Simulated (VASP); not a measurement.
Input of a VASP 6.6.1 run:

File INCAR:

```
PREC     = Accurate       # precision mode
ENCUT    = 520            # plane-wave cutoff, eV
EDIFF    = 1E-6           # SCF threshold, eV
ISMEAR   = 0              # smearing method
SIGMA    = 0.1            # smearing width, eV
LREAL    = F              # projectors in reciprocal space
LASPH    = T              # aspherical terms in the spheres
NELM     = 80             # most SCF steps
ALGO     = Fast           # electronic algorithm
ISIF     = 2              # what is computed and relaxed
LWAVE    = F              # write WAVECAR
LCHARG   = F              # write CHGCAR
GGA      = PS             # functional
NBANDS   = 14             # bands
```

File KPOINTS:

```
Automatic mesh
0
Gamma
  15 15 8
```

POSCAR

```
Na
1.0
    3.7196436273      0.0000000000      0.0000000000
   -1.8598218137      3.2213058743      0.0000000000
    0.0000000000      0.0000000000      6.0617215718
Na
2
Direct
    0.3333333333      0.6666666667      0.2500000000
    0.6666666667      0.3333333333      0.7500000000
```

Potentials or basis: VASP PAW PBE potentials, release 64 (Na_pv).

The run is started by

```sh
$ cat potpaw_PBE.64/Na_pv/POTCAR > POTCAR
$ mpirun -np 1 vasp_std > vasp.out
```

(1) Estimate the band gap on the k mesh.

(2) Estimate the pressure.

Results:

(1) zero (bands 7 and 8 overlap by 4.36 eV).

(2) 0.0 GPa.

Caveat: the PAW data sets were made with another functional, which shifts forces and pressure a little.
